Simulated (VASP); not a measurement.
# PbSe (rock salt type) in VASP: notebook

The runs below take PbSe (rock salt type) through single point, with PBE.

Program: VASP 6.6.1. These are calculated values, not measurements. Logs are shortened: lines on timing, memory, paths and dates and some standing lists are left out, and cuts for length are marked.

## (1) The cell of the first run

It takes space group Fm-3m (No. 225, cubic). The conventional cell has a = 6.210 Å, b = 6.210 Å, c = 6.210 Å, α = 90.00°, β = 90.00°, γ = 90.00°. Within 4.1 Å of Pb (site symmetry m-3m) lie 6 Se at 3.10 Å. Within 4.1 Å of Se (site symmetry m-3m) lie 6 Pb at 3.10 Å.

## (2) Single point, PBE

Contents of INCAR:

```
SYSTEM = PbSe
ALGO = Normal
EDIFF = 1E-6
ENCUT = 520
GGA = PE
ISIF = 2
ISMEAR = -1
LASPH = .True.
LCHARG = .False.
LREAL = .False.
LWAVE = .False.
NBANDS = 17
NELM = 60
PREC = Accurate
SIGMA = 0.1
```

Contents of KPOINTS:

```
k-points
0
Gamma
  8 8 8
  0 0 0
```

Contents of POSCAR:

```
PbSe
1.0
    0.0000000000      3.1050000000      3.1050000000
    3.1050000000      0.0000000000      3.1050000000
    3.1050000000      3.1050000000      0.0000000000
Pb Se
1 1
Direct
    0.0000000000      0.0000000000      0.0000000000
    0.5000000000      0.5000000000      0.5000000000
```

Potentials or basis: VASP PAW PBE potentials, release 64 (Pb_d, Se).

Started as:

```console
> cat potpaw_PBE.64/Pb_d/POTCAR potpaw_PBE.64/Se/POTCAR > POTCAR
> mpirun -np 1 vasp_std > vasp.out
```

OUTCAR:

```text
SYSTEM = PbSe
   EDIFF = 1E-6
   ENCUT = 520
   GGA = PE
   ISIF = 2
   ISMEAR = -1
   LASPH = .True.
   LREAL = .False.
   NELM = 60
   PREC = Accurate

 ion  position               nearest neighbor table
   1  0.000  0.000  0.000-   2 3.10   2 3.10   2 3.10   2 3.10   2 3.10   2 3.10
   2  0.500  0.500  0.500-   1 3.10   1 3.10   1 3.10   1 3.10   1 3.10   1 3.10

  LATTYP: Found a face centered cubic cell.
 ALAT       =     6.2100000000

  Lattice vectors:

 A1 = (   0.0000000000,   3.1050000000,   3.1050000000)
 A2 = (   3.1050000000,   0.0000000000,   3.1050000000)
 A3 = (   3.1050000000,   3.1050000000,   0.0000000000)

Analysis of symmetry for initial positions (statically):
=====================================================================
 Subroutine PRICEL returns:
 Original cell was already a primitive cell.

 Routine SETGRP: Setting up the symmetry group for a
 face centered cubic supercell.

 Subroutine GETGRP returns: Found 48 space group operations
 (whereof 48 operations were pure point group operations)
 out of a pool of 48 trial point group operations.

The static configuration has the point symmetry O_h .

Analysis of symmetry for dynamics (positions and initial velocities):
=====================================================================
 Subroutine PRICEL returns:
 Original cell was already a primitive cell.

 Routine SETGRP: Setting up the symmetry group for a
 face centered cubic supercell.

 Subroutine GETGRP returns: Found 48 space group operations
 (whereof 48 operations were pure point group operations)
 out of a pool of 48 trial point group operations.

The dynamic configuration has the point symmetry O_h .

 Subroutine INISYM returns: Found 48 space group operations
 (whereof 48 operations are pure point group operations),
 and found     1 'primitive' translations

----------------------------------------------------------------------------------------

                                     Primitive cell

  volume of cell :      59.8708

  direct lattice vectors                    reciprocal lattice vectors
     0.000000000  3.105000000  3.105000000    -0.161030596  0.161030596  0.161030596
     3.105000000  0.000000000  3.105000000     0.161030596 -0.161030596  0.161030596
     3.105000000  3.105000000  0.000000000     0.161030596  0.161030596 -0.161030596

  length of vectors
     4.391133111  4.391133111  4.391133111     0.278913174  0.278913174  0.278913174

  position of ions in fractional coordinates (direct lattice)
     0.000000000  0.000000000  0.000000000
     0.500000000  0.500000000  0.500000000

[... 65 lines left out ...]
   NGXF,Y,Z  is equivalent  to a cutoff of  27.26, 27.26, 27.26 a.u.
 SYSTEM =  PbSe
   PREC   = accura    normal or accurate (medium, high low for compatibility)
   ISTART =      0    job   : 0-new  1-cont  2-samecut
   ICHARG =      2    charge: 1-file 2-atom 10-const
   ISPIN  =      1    spin polarized calculation?
   LNONCOLLINEAR =      F non collinear calculations
   LSORBIT =      F    spin-orbit coupling
   LASPH  =      T    aspherical Exc in radial PAW
   ENCUT  =  520.0 eV  38.22 Ry    6.18 a.u.   8.16  8.16  8.16*2*pi/ulx,y,z
   NELM   =     60;   NELMIN=  2; NELMDL= -5     # of ELM steps
   EDIFF  = 0.1E-05   stopping-criterion for ELM
   LREAL  =      F    real-space projection
[... 7 lines left out ...]
   TEBEG  =    0.0;   TEEND  =   0.0 temperature during run
   PSTRESS=    0.0 pullay stress
   NELECT =      20.0000    total number of electrons
   NUPDOWN=      -1.0000    fix difference up-down
   EMIN   =  10.00;   EMAX   =-10.00  energy-range for DOS
   EFERMI =   0.00;   METHOD = LEGACY
   ISMEAR =    -1;   SIGMA  =   0.10  broadening in eV -4-tet -1-fermi 0-gaus
   EFERMI_NEDOS =   21; number of points for ismear=-14 and -15
   IALGO  =     38    algorithm
   IMIX   =      4    mixing-type and parameters
     AMIX     =   0.40;   BMIX     =  1.00
     AMIX_MAG =   1.60;   BMIX_MAG =  1.00
  volume/ion in A,a.u.               =      29.94       202.01
  Fermi-wavevector in a.u.,A,eV,Ry     =   1.135917  2.146572 17.555695  1.290307
  Thomas-Fermi vector in A             =   2.272622
   LORBIT       =      0    0 simple, 1 ext, 2 COOP (PROOUT), +10 PAW based schemes
   GGA     = PE    functional components
   LHFCALC =     F    Hartree Fock is set to
   AEXX    =    0.0000 exact exchange contribution
   IVDW    =     0    specifies the selected vdW correction
   LEPSILON=     F    determine dielectric tensor
   LRPA    =     F    only Hartree local field effects (RPA)
 non-spin polarized calculation
  energy-cutoff  :      520.00
  volume of cell :       59.87
 maximum number of plane-waves:      1639
 NGX is ok and might be reduce to    36
   NGX = 17   NGY = 17   NGZ = 17

 number of electron      20.0000002 magnetization

 Free energy of the ion-electron system (eV)
  ---------------------------------------------------
  ext. energy  EPLUGINS =         0.00000000
  ---------------------------------------------------
  free energy    TOTEN  =        -8.19901558 eV

  energy without entropy =       -8.19764435  energy(sigma->0) =       -8.19832996

 E-fermi :   4.7378     XC(G=0):  -9.3328

 val. band max:        4.5130778586   @ k =   0.5000   0.0000   0.0000
 cond. band min:       4.9405211779   @ k =   0.5000   0.0000   0.0000
 fundamental gap:      0.4274433193
 Fermi energy:         4.7377536484

 k-point     1 :       0.0000    0.0000    0.0000
  band No.  band energies     occupation
      1     -12.2268      2.00000
      2     -12.2268      2.00000
      3     -12.2268      2.00000
      4     -12.2209      2.00000
      5     -12.2209      2.00000
      6      -8.6934      2.00000
[... 457 lines left out ...]
      4     -12.2090      2.00000
      5     -12.1966      2.00000
      6      -7.5628      2.00000
[... 9 lines left out ...]
     16      15.3677      0.00000
     17      15.4049      0.00000

 [... further k-points ...]
[... 5 lines left out ...]
  --------------------------------------------------------------------------------------
  -------------------------------------------------------------------------------------
  Total        0.0501432      0.0501432      0.0501432     -0.0000000     -0.0000000     -0.0000000
  in kB        1.3418617      1.3418617      1.3418617     -0.0000000     -0.0000000     -0.0000000
  external PRESSURE =       1.3418617 kB  Pullay stress =       0.0000000 kB

 VOLUME and BASIS-vectors are now :
 -----------------------------------------------------------------------------
  energy-cutoff  :      520.00
  volume of cell :       59.87
      direct lattice vectors                 reciprocal lattice vectors
     0.000000000  3.105000000  3.105000000    -0.161030596  0.161030596  0.161030596
     3.105000000  0.000000000  3.105000000     0.161030596 -0.161030596  0.161030596
     3.105000000  3.105000000  0.000000000     0.161030596  0.161030596 -0.161030596

 POSITION                                       TOTAL-FORCE (eV/Angst)
 -----------------------------------------------------------------------------------
      0.00000      0.00000      0.00000         0.000000      0.000000     -0.000000
      3.10500      3.10500      3.10500         0.000000      0.000000      0.000000
 -----------------------------------------------------------------------------------
    total drift:                                0.000000      0.000000      0.000000

  FREE ENERGIE OF THE ION-ELECTRON SYSTEM (eV)
  ---------------------------------------------------
  free  energy   TOTEN  =        -8.1990155803 eV

  energy  without entropy=       -8.1976443464  energy(sigma->0) =       -8.19832996
```

OSZICAR:

```text
N       E                     dE             d eps       ncg     rms          rms(c)
DAV:   1     0.158458549696E+03    0.15846E+03   -0.94200E+03   986   0.119E+03
DAV:   2     0.323753043964E+01   -0.15522E+03   -0.15010E+03  1043   0.305E+02
DAV:   3    -0.823264933039E+01   -0.11470E+02   -0.11386E+02  1275   0.888E+01
DAV:   4    -0.850776854805E+01   -0.27512E+00   -0.27483E+00  1212   0.155E+01
DAV:   5    -0.851773477029E+01   -0.99662E-02   -0.99659E-02  1410   0.289E+00    0.271E+00
DAV:   6    -0.819991088406E+01    0.31782E+00   -0.80776E-01  1470   0.587E+00    0.149E+00
DAV:   7    -0.819580179848E+01    0.41091E-02   -0.12341E-01  1185   0.164E+00    0.841E-01
DAV:   8    -0.819946248723E+01   -0.36607E-02   -0.14103E-02  1162   0.126E+00    0.184E-01
DAV:   9    -0.819892263019E+01    0.53986E-03   -0.30815E-03  1508   0.506E-01    0.584E-02
DAV:  10    -0.819900783781E+01   -0.85208E-04   -0.23875E-04  1106   0.881E-02    0.207E-02
DAV:  11    -0.819901555818E+01   -0.77204E-05   -0.56516E-05  1296   0.760E-02    0.869E-03
DAV:  12    -0.819901558025E+01   -0.22078E-07   -0.29200E-06  1182   0.119E-02
   1 F= -.81990156E+01 E0= -.81983300E+01  d E =-.137123E-02
```

stdout:

```text
POSCAR found type information on POSCAR PbSe
 POSCAR found :  2 types and       2 ions
 scaLAPACK will be used
 LDA part: xc-table for (Slater+PW92), standard interpolation
 POSCAR, INCAR and KPOINTS ok, starting setup
 FFT: planning ... GRIDC
 FFT: planning ... GRID_SOFT
 FFT: planning ... GRID
 WAVECAR not read
 entering main loop
```

It took 62 s on 1 thread of Intel Xeon 8259CL, shared host; peak memory 0.22 GiB.

Results:

* Free energy: -8.1990 eV
* Pressure: 0.1 GPa
* Band gap on the k mesh: 0.43 eV

Caveat: spin-orbit coupling is left out, which moves the levels of the heavy elements.

## (3) Single point, PBE

Contents of INCAR:

```
PREC = Accurate ; ENCUT = 520
EDIFF = 1E-6 ; ISMEAR = -1
SIGMA = 0.1 ; LREAL = F
LASPH = T ; NELM = 100
ALGO = Normal ; ISIF = 2
LWAVE = F ; LCHARG = F
GGA = PE ; NBANDS = 17
```

Contents of KPOINTS:

```
regular mesh
0
Gamma
  8 8 8
```

Changes to POSCAR since step 2:

```diff
@@ -8,3 +8,3 @@
 Direct
-    0.0000000000      0.0000000000      0.0000000000
+   -0.0032206119      0.0032206119      0.0032206119
     0.5000000000      0.5000000000      0.5000000000
```

Potentials or basis: VASP PAW PBE potentials, release 64 (Pb_d, Se).

Started as:

```console
> cat potpaw_PBE.64/Pb_d/POTCAR potpaw_PBE.64/Se/POTCAR > POTCAR
> mpirun -np 1 vasp_std > vasp.out
```

Run time: 100 s. Hardware: 1 thread of Intel Xeon 8259CL, shared host; peak memory 0.24 GiB.

The run converged. Its results:

| Item | Value |
| --- | --- |
| Free energy | -8.1990 eV |
| Pressure | 0.1 GPa |
| Largest force | 0.005 eV/Å |
| Band gap on the k mesh | 0.43 eV |

Forces in eV/Å, atoms in the order of the input:
```
Pb  -0.005  0.000  0.000
Se   0.005  0.000  0.000
```

Levels at points of the mesh, in eV from the valence-band top:
```tsv
k point	band 6	band 7	band 8	band 9	band 10	band 11	band 12	band 13	band 14	band 15
(0.00, 0.00, 0.00)	-13.21	-6.34	-1.65	-1.65	-1.65	4.65	4.65	4.65	6.64	6.64
(0.50, 0.00, 0.00)	-12.24	-8.54	-1.28	-1.27	0.00	0.43	1.82	1.82	8.53	10.11
(0.50, 0.50, 0.00)	-11.93	-7.28	-4.60	-2.94	-2.93	3.90	5.48	5.48	5.90	11.23
(0.00, 0.50, 0.50)	-11.93	-7.28	-4.59	-2.94	-2.94	3.91	5.48	5.48	5.90	11.23
```

Caveat: spin-orbit coupling is left out, which moves the levels of the heavy elements.
